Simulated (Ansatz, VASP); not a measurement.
# Two plane-wave programs on Ni2S3

```xyz
5
Lattice="3.9134 0.0000 0.0000 -1.9567 3.3891 0.0000 0.0000 0.0000 6.0886" Properties=species:S:1:pos:R:3 pbc="T T T"
Ni    0.0000    2.2594    1.4917
Ni    1.9567    1.1297    4.5969
S     0.0000    0.0000    0.0000
S     0.0000    2.2594    3.9272
S     1.9567    1.1297    2.1615
```

Alike in both runs: task relaxation of cell and atoms; functional PBE; k mesh 6 × 6 × 4; occupations gaussian, width 0.1 eV; no spin polarisation.

|  | VASP | Ansatz |
| --- | --- | --- |
| version | VASP 6.6.1 | Ansatz 0.2.0 |
| potentials or method | VASP PAW PBE potentials, release 64 (Ni, S), cutoff 600 eV | scalar-relativistic, plane waves, PAW |
| valence electrons in the cell | 38 | 54 |

VASP gave:

```
gap on the k mesh at the Fermi level, each at its own relaxed structure (eV) : none
relaxed volume (Å³/atom)                                                     : 15.71
relaxed cell length with the largest relative difference (Å)                 : 8.167
```

Task: Which values does Ansatz return?

Result: gap on the k mesh at the Fermi level, each at its own relaxed structure (eV): none; relaxed volume (Å³/atom): 15.79; relaxed cell length with the largest relative difference (Å): 8.184.

A gap of «none» marks a metal or a gap that the smearing closes. VASP's potentials hold 38 valence electrons a cell and Ansatz's 54, so a difference there can come from the potentials and not from the codes.
